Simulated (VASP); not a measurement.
A run of VASP 6.6.1 is set up as follows.

File INCAR:

```
SYSTEM = MgB2
  PREC = Accurate
  ENCUT = 520
  EDIFF = 1E-6
  ISMEAR = 0
  SIGMA = 0.1
  LREAL = .FALSE.
  LASPH = .TRUE.
  NELM = 80
  ALGO = Normal
  ISIF = 2
  LWAVE = .FALSE.
  LCHARG = .FALSE.
  GGA = PE
  NBANDS = 11
```

KPOINTS

```
Automatic mesh
0
G
  18 18 12
  0 0 0
```

POSCAR

```
MgB2
1.0
    3.0758935127      0.0000000000      0.0000000000
   -1.5379467563      2.6638019213      0.0000000000
    0.0000000000      0.0000000000      3.5224067905
Mg B
1 2
Direct
    0.0000000000      0.0000000000      0.0000000000
    0.3333333333      0.6666666667      0.5000000000
    0.6666666667      0.3333333333      0.5000000000
```

Potentials or basis: VASP PAW PBE potentials, release 64 (Mg, B).

Run with:

```sh
$ cat potpaw_PBE.64/Mg/POTCAR potpaw_PBE.64/B/POTCAR > POTCAR
$ mpirun -np 1 vasp_std > vasp.out
```

Question: Estimate the band gap on the k mesh.

Answer: Zero (band 4 reaches 7.09 eV, above the bottom of band 5 at 3.30 eV).

Question: What does it give for the pressure?

Answer: -0.3 GPa.

Stress tensor (GPa, compression positive):
```
-0.20  0.00  0.00
 0.00 -0.20  0.00
 0.00  0.00 -0.41
```
